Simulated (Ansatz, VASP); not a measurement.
**One calculation of CuO, two programs**

```
CELL_PARAMETERS angstrom
2.34185 -1.71130 0.00000
2.34185 1.71130 0.00000
-0.85003 0.00000 5.05787
ATOMIC_POSITIONS crystal
Cu 0.00000 0.50000 0.00000
Cu 0.50000 0.00000 0.50000
O 0.58160 0.41840 0.25000
O 0.41840 0.58160 0.75000
```

Alike in both runs: task single point; functional PBE; k mesh 7 × 7 × 4; occupations gaussian, width 0.05 eV; collinear spin; Hubbard terms Cu d U = 5.0 eV.

|  | VASP | Ansatz |
| --- | --- | --- |
| version | VASP 6.6.1 | Ansatz 0.2.0 |
| potentials or method | VASP PAW PBE potentials, release 64 (Cu_sv_GW, O), cutoff 700 eV | scalar-relativistic, plane waves, PAW |
| valence electrons in the cell | 50 | 50 |

```tsv
	VASP	Ansatz	Ansatz less VASP
pressure (GPa)	4.2	8.7	+4.53
traceless stress, the component that is largest in VASP (GPa)	0.71	0.74	+0.026
rms of the force components (eV/Å)	0.009	0.013	+0.0047
net moment per atom (μB)	0.50	0.49	-0.007
size of the moment on the site where the two differ most (μB)	0.72	0.63	-0.091
```

Site moments also hang on the region over which each program counts them. The programs project onto different local orbitals, so the same U acts differently, and such runs can settle in different states. Atom by atom the forces differ by 0.022 eV/Å (rms over components). Ansatz's warnings: filled band counts differ across k points, specified occupation not kept, symmetry narrowed by occupation matrices.
